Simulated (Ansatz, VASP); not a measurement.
## HfN: VASP beside Ansatz

```xyz
2
Lattice="0.0000 2.4548 2.4548 2.4548 0.0000 2.4548 2.4548 2.4548 0.0000" Properties=species:S:1:pos:R:3 pbc="T T T"
Hf    0.0000    0.0000    0.0000
N     1.2274    1.2274    1.2274
```

Alike in both runs: task relaxation of cell and atoms; functional B3LYP; k mesh 5 × 5 × 5; occupations fermi-dirac, width 0.05 eV; no spin polarisation.

```csv
,VASP,Ansatz
version,VASP 6.6.1,Ansatz 0.2.0
potentials or method,"VASP PAW PBE potentials, release 64 (Hf_pv, N)",Ansatz PAW
plane-wave cutoff (eV),600,420
valence electrons in the cell,15,31
```

|  | VASP | Ansatz | Ansatz less VASP |
| --- | --- | --- | --- |
| gap on the k mesh at the Fermi level, each at its own relaxed structure (eV) | none | none | - |
| relaxed volume (Å³/atom) | 14.88 | 15.03 | +0.146 |
| relaxed length of the cell vector where the two differ most in proportion (Å) | 3.478 | 3.490 | +0.0113 |

VASP's potentials were made for PBE, not for B3LYP. A gap of «none» marks a metal or a gap that the smearing closes. VASP's potentials hold 15 valence electrons a cell and Ansatz's 31, so a difference there can come from the potentials and not from the codes.

The k mesh is coarse, so the values compare programs but aren't converged. Spin-orbit coupling is off throughout. Noted on Ansatz's run: the plane-wave basis is chosen anew once the cell has moved, so the energies of steps on either side of that aren't comparable.
